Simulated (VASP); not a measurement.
# Ta2N (P-3m1) in VASP: a series of runs

Aim: see how the results for Ta2N move with the level of theory and the settings. Levels: r2SCAN, PBE+D3(BJ). Tasks: single point.

All numbers are computed with VASP 6.6.1; they aren't measurements. Logs are shortened: lines on timing, memory, paths and dates and some standing lists are left out, and cuts for length are marked.

### Step 1. The cell of the first run

The structure is trigonal, space group P-3m1 (No. 164). The conventional cell has a = 3.154 Å, b = 3.154 Å, c = 4.934 Å, α = 90.00°, β = 90.00°, γ = 120.00°. Within 2.9 Å of Ta (site symmetry 3m) lie 3 N at 2.21 Å. N (site symmetry -3m) has 6 Ta at 2.21 Å within 2.9 Å.

### Step 2. Single point, r2SCAN

The input, POSCAR:

```
Ta2N
1.0
    3.1538249076      0.0000000000      0.0000000000
   -1.5769124538      2.7312924890      0.0000000000
    0.0000000000      0.0000000000      4.9339252043
Ta N
2 1
Direct
    0.3333333333      0.6666666667      0.2547110000
    0.6666666667      0.3333333333      0.7452890000
    0.0000000000      0.0000000000      0.0000000000
```

The input, INCAR.step1:

```
SYSTEM = Ta2N
ALGO     = Normal         ! electronic algorithm
EDIFF    = 1E-5           ! SCF threshold, eV
ENCUT    = 660            ! plane-wave cutoff, eV
GGA      = PE             ! functional
GGA_COMPAT= .FALSE.      
ISMEAR   = -1             ! smearing method
LASPH    = .TRUE.         ! aspherical terms in the spheres
LCHARG   = .FALSE.        ! write CHGCAR
LREAL    = .FALSE.        ! projectors in reciprocal space
LWAVE    = .TRUE.         ! write WAVECAR
NBANDS   = 22             ! bands
NELM     = 120            ! most SCF steps
PREC     = Accurate       ! precision mode
SIGMA    = 0.05           ! smearing width, eV
```

The input, INCAR.step2:

```
SYSTEM = Ta2N
ALGO     = Normal         ! electronic algorithm
EDIFF    = 1E-6           ! SCF threshold, eV
ENCUT    = 660            ! plane-wave cutoff, eV
GGA_COMPAT= .FALSE.      
ISIF     = 2              ! what is computed and relaxed
ISMEAR   = -1             ! smearing method
ISTART   = 1            
LASPH    = .TRUE.         ! aspherical terms in the spheres
LCHARG   = .TRUE.         ! write CHGCAR
LELF     = .TRUE.         ! ELF
LMIXTAU  = .TRUE.       
LREAL    = .FALSE.        ! projectors in reciprocal space
LVHAR    = .TRUE.       
LWAVE    = .FALSE.        ! write WAVECAR
METAGGA  = R2SCAN         ! meta-GGA
NBANDS   = 22             ! bands
NELM     = 120            ! most SCF steps
PREC     = Accurate       ! precision mode
SIGMA    = 0.05           ! smearing width, eV
```

The input, KPOINTS:

```
k-points
0
G
  10 10 6
  0 0 0
```

Potentials or basis: VASP PAW PBE potentials, release 64 (Ta_sv_GW, N).

Run with:

```sh
> cat potpaw_PBE.64/Ta_sv_GW/POTCAR potpaw_PBE.64/N/POTCAR > POTCAR
> cp INCAR.step1 INCAR
> mpirun -np 1 vasp_std > vasp.out
> cp INCAR.step2 INCAR
> mpirun -np 1 vasp_std > vasp.out
```

OUTCAR:

```text
SYSTEM = Ta2N
   EDIFF = 1E-6
   ENCUT = 660
   ISIF = 2
   ISMEAR = -1
   ISTART = 1
   LASPH = .TRUE.
   LREAL = .FALSE.
   METAGGA = R2SCAN
   NELM = 120
   PREC = Accurate

 ion  position               nearest neighbor table
   1  0.333  0.667  0.255-   3 2.21   3 2.21   3 2.21   2 3.03   2 3.03   2 3.03   2 3.10   2 3.10
                             2 3.10
   2  0.667  0.333  0.745-   3 2.21   3 2.21   3 2.21   1 3.03   1 3.03   1 3.03   1 3.10   1 3.10
                             1 3.10
   3  0.000  0.000  0.000-   1 2.21   2 2.21   1 2.21   2 2.21   2 2.21   1 2.21

  LATTYP: Found a hexagonal cell.
 ALAT       =     3.1538249076
 C/A-ratio  =     1.5644258476

  Lattice vectors:

 A1 = (   3.1538249076,   0.0000000000,   0.0000000000)
 A2 = (  -1.5769124538,   2.7312924890,   0.0000000000)
 A3 = (   0.0000000000,   0.0000000000,   4.9339252043)

Analysis of symmetry for initial positions (statically):
=====================================================================
 Subroutine PRICEL returns:
 Original cell was already a primitive cell.

 Routine SETGRP: Setting up the symmetry group for a
 hexagonal supercell.

 Subroutine GETGRP returns: Found 12 space group operations
 (whereof 12 operations were pure point group operations)
 out of a pool of 24 trial point group operations.

The static configuration has the point symmetry D_3d.

Analysis of symmetry for dynamics (positions and initial velocities):
=====================================================================
 Subroutine PRICEL returns:
 Original cell was already a primitive cell.

 Routine SETGRP: Setting up the symmetry group for a
 hexagonal supercell.

 Subroutine GETGRP returns: Found 12 space group operations
 (whereof 12 operations were pure point group operations)
 out of a pool of 24 trial point group operations.

The dynamic configuration has the point symmetry D_3d.

 Subroutine INISYM returns: Found 12 space group operations
 (whereof 12 operations are pure point group operations),
 and found     1 'primitive' translations

----------------------------------------------------------------------------------------

                                     Primitive cell

  volume of cell :      42.5009

  direct lattice vectors                    reciprocal lattice vectors
     3.153824908  0.000000000  0.000000000     0.317075307  0.183063514  0.000000000
    -1.576912454  2.731292489  0.000000000     0.000000000  0.366127027  0.000000000
     0.000000000  0.000000000  4.933925204     0.000000000  0.000000000  0.202678387

  length of vectors
     3.153824908  3.153824908  4.933925204     0.366127027  0.366127027  0.202678387

  position of ions in fractional coordinates (direct lattice)
     0.333333333  0.666666667  0.254711000
     0.666666667  0.333333333  0.745289000
     0.000000000  0.000000000  0.000000000

  ion indices of the primitive-cell ions
   primitive index   ion index
                 1           1
                 2           2
                 3           3

----------------------------------------------------------------------------------------

 KPOINTS: k-points

Automatic generation of k-mesh.
 Grid dimensions read from file:
 generate k-points for:   10   10    6

 Generating k-lattice:

  Cartesian coordinates                     Fractional coordinates (reciprocal lattice)
     0.031707531  0.018306351  0.000000000     0.100000000  0.000000000  0.000000000
     0.000000000  0.036612703  0.000000000     0.000000000  0.100000000  0.000000000
     0.000000000  0.000000000  0.033779731     0.000000000  0.000000000  0.166666667

  Length of vectors
     0.036612703  0.036612703  0.033779731

  Shift w.r.t. Gamma in fractional coordinates (k-lattice)
     0.000000000  0.000000000  0.000000000

 Subroutine IBZKPT returns following result:
 ===========================================

 Found     72 irreducible k-points:

 Following reciprocal coordinates:
            Coordinates               Weight
  0.000000  0.000000  0.000000      1.000000
  0.100000  0.000000  0.000000      6.000000
  0.200000  0.000000  0.000000      6.000000
  0.300000  0.000000  0.000000      6.000000
  0.400000  0.000000  0.000000      6.000000
  0.500000  0.000000  0.000000      3.000000
[... 16 lines left out ...]
  0.000000  0.400000  0.166667      6.000000
  0.500000  0.000000  0.166667      6.000000
 [... further k-points ...]
   k-points           NKPTS =     72   k-points in BZ     NKDIM =     72   number of bands    NBANDS=     22
   number of dos      NEDOS =    301   number of ions     NIONS =      3
   total plane-waves  NPLWV =  32928
   dimension x,y,z NGX =    28 NGY =   28 NGZ =   42
   dimension x,y,z NGXF=    56 NGYF=   56 NGZF=   84
   ions per type =               2   1
   NGX,Y,Z   is equivalent  to a cutoff of  14.76, 14.76, 14.15 a.u.
   NGXF,Y,Z  is equivalent  to a cutoff of  29.52, 29.52, 28.30 a.u.
 SYSTEM =  Ta2N
   PREC   = accura    normal or accurate (medium, high low for compatibility)
   ISTART =      1    job   : 0-new  1-cont  2-samecut
   ICHARG =      0    charge: 1-file 2-atom 10-const
   ISPIN  =      1    spin polarized calculation?
   LNONCOLLINEAR =      F non collinear calculations
   LSORBIT =      F    spin-orbit coupling
   LASPH  =      T    aspherical Exc in radial PAW
   ENCUT  =  660.0 eV  48.51 Ry    6.96 a.u.   6.61  6.61 10.34*2*pi/ulx,y,z
   NELM   =    120;   NELMIN=  2; NELMDL=  0     # of ELM steps
   EDIFF  = 0.1E-05   stopping-criterion for ELM
   LREAL  =      F    real-space projection
   EDIFFG = 0.1E-04   stopping-criterion for IOM
   NSW    =      0    number of steps for IOM
   IBRION =     -1    ionic relax: 0-MD 1-quasi-New 2-CG
   NFREE  =      0    steps in history (QN), initial steepest desc. (CG)
   ISIF   =      2    stress and relaxation
   ISYM   =      2    0-nonsym 1-usesym 2-fastsym
   POTIM  = 0.5000    time-step for ionic-motion
   TEBEG  =    0.0;   TEEND  =   0.0 temperature during run
   PSTRESS=    0.0 pullay stress
   NELECT =      31.0000    total number of electrons
   NUPDOWN=      -1.0000    fix difference up-down
   EMIN   =  10.00;   EMAX   =-10.00  energy-range for DOS
   EFERMI =   0.00;   METHOD = LEGACY
   ISMEAR =    -1;   SIGMA  =   0.05  broadening in eV -4-tet -1-fermi 0-gaus
   EFERMI_NEDOS =   21; number of points for ismear=-14 and -15
   IALGO  =     38    algorithm
   IMIX   =      4    mixing-type and parameters
     AMIX     =   0.40;   BMIX     =  1.00
     AMIX_MAG =   1.60;   BMIX_MAG =  1.00
  volume/ion in A,a.u.               =      14.17        95.60
  Fermi-wavevector in a.u.,A,eV,Ry     =   1.473655  2.784805 29.547232  2.171660
  Thomas-Fermi vector in A             =   2.588522
   LORBIT       =      0    0 simple, 1 ext, 2 COOP (PROOUT), +10 PAW based schemes
   METAGGA = R2SCAN    functional components
   LHFCALC =     F    Hartree Fock is set to
   AEXX    =    0.0000 exact exchange contribution
   IVDW    =     0    specifies the selected vdW correction
   LEPSILON=     F    determine dielectric tensor
   LRPA    =     F    only Hartree local field effects (RPA)
 non-spin polarized calculation
  energy-cutoff  :      660.00
  volume of cell :       42.50
 maximum number of plane-waves:      1677
 NGX is ok and might be reduce to    28
   NGX = 13   NGY = 13   NGZ = 21

 number of electron      31.0000000 magnetization

 Free energy of the ion-electron system (eV)
  ---------------------------------------------------
  ext. energy  EPLUGINS =         0.00000000
  ---------------------------------------------------
  free energy    TOTEN  =      -113.97568280 eV

  energy without entropy =     -113.96243958  energy(sigma->0) =     -113.96906119

 E-fermi :  11.3850     XC(G=0): -13.9894

 val. band max:       11.3777431976   @ k =   0.1000   0.0000   0.0000
 cond. band min:      11.3901608988   @ k =   0.0000   0.3000   0.3333
 fundamental gap:      0.0124177012
 Fermi energy:        11.3849955751

 k-point     1 :       0.0000    0.0000    0.0000
  band No.  band energies     occupation
      1     -59.5240      2.00000
      2     -59.4558      2.00000
      3     -25.6928      2.00000
      4     -25.0524      2.00000
      5     -25.0524      2.00000
      6     -24.9399      2.00000
[... 14 lines left out ...]
     21      12.5250      0.00000
     22      16.1924      0.00000

 k-point     2 :       0.1000    0.0000    0.0000
  band No.  band energies     occupation
      1     -59.5195      2.00000
      2     -59.4543      2.00000
      3     -25.6659      2.00000
      4     -25.1041      2.00000
      5     -25.0711      2.00000
      6     -24.9918      2.00000
[... 14 lines left out ...]
     21      13.2004      0.00000
     22      16.1615      0.00000

 k-point     3 :       0.2000    0.0000    0.0000
  band No.  band energies     occupation
      1     -59.5075      2.00000
      2     -59.4508      2.00000
      3     -25.5909      2.00000
      4     -25.2409      2.00000
      5     -25.1211      2.00000
      6     -25.1167      2.00000
[... 14 lines left out ...]
     21      14.8203      0.00000
     22      15.7776      0.00000

 k-point     4 :       0.3000    0.0000    0.0000
  band No.  band energies     occupation
      1     -59.4915      2.00000
      2     -59.4476      2.00000
      3     -25.4887      2.00000
      4     -25.4066      2.00000
      5     -25.2701      2.00000
      6     -25.1691      2.00000
[... 14 lines left out ...]
     21      15.3890      0.00000
     22      16.4394      0.00000

 k-point     5 :       0.4000    0.0000    0.0000
  band No.  band energies     occupation
      1     -59.4767      2.00000
      2     -59.4468      2.00000
      3     -25.5558      2.00000
      4     -25.3846      2.00000
      5     -25.3656      2.00000
      6     -25.2095      2.00000
[... 417 lines left out ...]
 k-point    22 :       0.4000    0.0000    0.1667
  band No.  band energies     occupation
      1     -59.4747      2.00000
      2     -59.4488      2.00000
      3     -25.5750      2.00000
      4     -25.4484      2.00000
      5     -25.2952      2.00000
      6     -25.1971      2.00000
[... 14 lines left out ...]
     21      15.7355      0.00000
     22      16.1901      0.00000

 k-point    23 :       0.0000    0.4000    0.1667
  band No.  band energies     occupation
      1     -59.4747      2.00000
      2     -59.4487      2.00000
      3     -25.6089      2.00000
      4     -25.4231      2.00000
      5     -25.2741      2.00000
      6     -25.1939      2.00000
[... 14 lines left out ...]
     21      15.4579      0.00000
     22      17.3759      0.00000

 k-point    24 :       0.5000    0.0000    0.1667
  band No.  band energies     occupation
      1     -59.4685      2.00000
      2     -59.4491      2.00000
      3     -25.6363      2.00000
      4     -25.4726      2.00000
      5     -25.2497      2.00000
      6     -25.2101      2.00000
[... 14 lines left out ...]
     21      15.7740      0.00000
     22      16.6060      0.00000

 [... further k-points ...]

------------------------ aborting loop because EDIFF is reached ----------------------------------------

  FORCE on cell =-STRESS in cart. coord.  units (eV):
  Direction    XX          YY          ZZ          XY          YZ          ZX
  --------------------------------------------------------------------------------------
  -------------------------------------------------------------------------------------
  Total       -4.3231503     -4.3231503     -3.6821015      0.0000000      0.0000000      0.0000000
  in kB     -162.9718384   -162.9718384   -138.8059189      0.0000000      0.0000000      0.0000000
  external PRESSURE =    -154.9165319 kB  Pullay stress =       0.0000000 kB

 VOLUME and BASIS-vectors are now :
 -----------------------------------------------------------------------------
  energy-cutoff  :      660.00
  volume of cell :       42.50
      direct lattice vectors                 reciprocal lattice vectors
     3.153824908  0.000000000  0.000000000     0.317075307  0.183063514  0.000000000
    -1.576912454  2.731292489  0.000000000     0.000000000  0.366127027  0.000000000
     0.000000000  0.000000000  4.933925204     0.000000000  0.000000000  0.202678387

 POSITION                                       TOTAL-FORCE (eV/Angst)
 -----------------------------------------------------------------------------------
     -0.00000      1.82086      1.25673         0.000000      0.000000     -0.066036
      1.57691      0.91043      3.67720        -0.000000     -0.000000      0.066036
      0.00000      0.00000      0.00000        -0.000000      0.000000      0.000000
 -----------------------------------------------------------------------------------
    total drift:                                0.000000     -0.000000     -0.000000

  FREE ENERGIE OF THE ION-ELECTRON SYSTEM (eV)
  ---------------------------------------------------
  free  energy   TOTEN  =      -113.9756827951 eV

  energy  without entropy=     -113.9624395769  energy(sigma->0) =     -113.96906119
```

Wall time 5.4 min (1 thread of Intel Xeon Platinum 8488C (Sapphire Rapids), shared host); peak memory 0.25 GiB.

Results:

```yaml
Free_energy: -113.9757 eV
Pressure: -15.5 GPa
Largest_force: 0.066 eV/Å
Band_gap_on_the_k_mesh: zero (an odd number of electrons rules out a gap without spin polarisation)
```

Forces in eV/Å, atoms in the order of the input:
```
Ta   0.000  0.000 -0.066
Ta   0.000  0.000  0.066
N    0.000  0.000  0.000
```

Stress tensor (GPa, compression positive):
```
-16.30   0.00   0.00
  0.00 -16.30   0.00
  0.00   0.00 -13.88
```

Caveat: the cell stands under tension; the PAW data sets were made with another functional, which shifts forces and pressure a little; spin-orbit coupling is left out, which moves the levels of the heavy elements.

### Step 3. Single point, r2SCAN

This run uses another cell than the first one, of 13.08 Å³/atom.

The input, POSCAR:

```
Ta2N
1.0
    3.0707906527      0.0000000000      0.0000000000
   -1.5353953264      2.6593827149      0.0000000000
    0.0000000000      0.0000000000      4.8040242697
Ta N
2 1
Direct
    0.3333333333      0.6666666667      0.2547110000
    0.6666666667      0.3333333333      0.7452890000
    0.0000000000      0.0000000000      0.0000000000
```

The input, INCAR.step1:

```
ALGO = Normal
EDIFF = 1E-5
ENCUT = 660
GGA = PE
GGA_COMPAT = F
ISMEAR = -1
LASPH = T
LCHARG = F
LREAL = F
LWAVE = T
NBANDS = 22
NELM = 120
PREC = Accurate
SIGMA = 0.05
```

The input, INCAR.step2:

```
ALGO = Normal
EDIFF = 1E-6
ENCUT = 660
GGA_COMPAT = F
ISIF = 2
ISMEAR = -1
ISTART = 1
LASPH = T
LCHARG = F
LMIXTAU = T
LREAL = F
LWAVE = F
METAGGA = R2SCAN
NBANDS = 22
NELM = 120
PREC = Accurate
SIGMA = 0.05
```

The input, KPOINTS:

```
k-points
0
Gamma
  10 10 6
```

Potentials or basis: VASP PAW PBE potentials, release 64 (Ta_sv_GW, N).

Run with:

```sh
> cat potpaw_PBE.64/Ta_sv_GW/POTCAR potpaw_PBE.64/N/POTCAR > POTCAR
> cp INCAR.step1 INCAR
> mpirun -np 1 vasp_std > vasp.out
> cp INCAR.step2 INCAR
> mpirun -np 1 vasp_std > vasp.out
```

It took 3.1 min on 1 thread of Intel Xeon 6975P-C (Granite Rapids), shared host; peak memory 0.24 GiB.

It converged, with:

```yaml
Free_energy: -114.0772 eV
Pressure: 6.9 GPa
Largest_force: 0.402 eV/Å
Band_gap_on_the_k_mesh: zero (an odd number of electrons rules out a gap without spin polarisation)
```

Forces in eV/Å, atoms in the order of the input:
```
Ta   0.000  0.000  0.402
Ta   0.000  0.000 -0.402
N    0.000  0.000  0.000
```

Stress tensor (GPa, compression positive):
```
5.85 0.00 0.00
0.00 5.85 0.00
0.00 0.00 8.98
```

Levels at points of the mesh, in eV from the Fermi level:
```tsv
k point	band 12	band 13	band 14	band 15	band 16	band 17	band 18	band 19
(0.00, 0.00, 0.00)	-6.63	-5.38	-0.68	-0.22	-0.22	0.18	0.35	0.35
(0.50, 0.00, 0.00)	-6.95	-4.95	-2.98	-1.59	1.92	2.06	4.08	4.34
(0.00, 0.00, 0.50)	-6.82	-3.12	-2.99	-1.17	-1.17	1.89	2.30	2.52
(0.50, 0.00, 0.50)	-6.66	-3.54	-2.48	-2.32	-0.39	0.77	3.62	3.83
```

Caveat: the cell stands under pressure; the PAW data sets were made with another functional, which shifts forces and pressure a little; spin-orbit coupling is left out, which moves the levels of the heavy elements.

### Step 4. Single point, r2SCAN

This run uses another cell than the first one, of 12.80 Å³/atom.

The input, POSCAR:

```
Ta2N
1.0
    3.0493158896      0.0000000000      0.0000000000
   -1.5246579448      2.6407850245      0.0000000000
    0.0000000000      0.0000000000      4.7704285953
Ta N
2 1
Direct
    0.3333333333      0.6666666667      0.2547110000
    0.6666666667      0.3333333333      0.7452890000
    0.0000000000      0.0000000000      0.0000000000
```

The input, INCAR.step1:

```
ALGO = Normal ; EDIFF = 1E-5
ENCUT = 660 ; GGA = PE
GGA_COMPAT = F ; ISMEAR = -1
LASPH = T ; LCHARG = F
LREAL = F ; LWAVE = T
NBANDS = 22 ; NELM = 120
PREC = Accurate ; SIGMA = 0.05
```

The input, INCAR.step2:

```
ALGO = Normal ; EDIFF = 1E-6
ENCUT = 660 ; GGA_COMPAT = F
ISIF = 2 ; ISMEAR = -1
ISTART = 1 ; LASPH = T
LCHARG = F ; LMIXTAU = T
LREAL = F ; LWAVE = F
METAGGA = R2SCAN ; NBANDS = 22
NELM = 120 ; PREC = Accurate
SIGMA = 0.05
```

KPOINTS is that of step 3.

Run with:

```sh
> cat potpaw_PBE.64/Ta_sv_GW/POTCAR potpaw_PBE.64/N/POTCAR > POTCAR
> cp INCAR.step1 INCAR
> mpirun -np 1 vasp_std > vasp.out
> cp INCAR.step2 INCAR
> mpirun -np 1 vasp_std > vasp.out
```

It took 6.3 min on 1 thread of Intel Xeon Platinum 8488C (Sapphire Rapids), shared host; peak memory 0.25 GiB.

Results (log left out):

* Free energy: -114.0230 eV
* Pressure: 14.2 GPa
* Largest force: 0.548 eV/Å
* Band gap on the k mesh: zero (an odd number of electrons rules out a gap without spin polarisation)

Forces on the atoms (eV/Å):
```
Ta   0.000  0.000  0.548
Ta   0.000  0.000 -0.548
N    0.000  0.000  0.000
```

Stress tensor (GPa, compression positive):
```
13.07  0.00  0.00
 0.00 13.07  0.00
 0.00  0.00 16.38
```

Levels at points of the mesh, in eV from the Fermi level:
| k point | band 13 | band 14 | band 15 | band 16 | band 17 | band 18 | band 19 | band 20 |
| --- | --- | --- | --- | --- | --- | --- | --- | --- |
| (0.00, 0.00, 0.00) | -5.36 | -0.70 | -0.22 | -0.22 | 0.19 | 0.36 | 0.36 | 1.30 |
| (0.50, 0.00, 0.00) | -5.07 | -3.00 | -1.57 | 1.98 | 2.13 | 4.20 | 4.47 | 4.76 |
| (0.00, 0.00, 0.50) | -3.18 | -2.99 | -1.21 | -1.21 | 1.94 | 2.42 | 2.60 | 2.60 |
| (0.50, 0.00, 0.50) | -3.61 | -2.48 | -2.32 | -0.40 | 0.79 | 3.74 | 3.94 | 4.50 |

Caveat: the cell stands under pressure; the PAW data sets were made with another functional, which shifts forces and pressure a little; spin-orbit coupling is left out, which moves the levels of the heavy elements.

(Continued in part 2 of 2.)
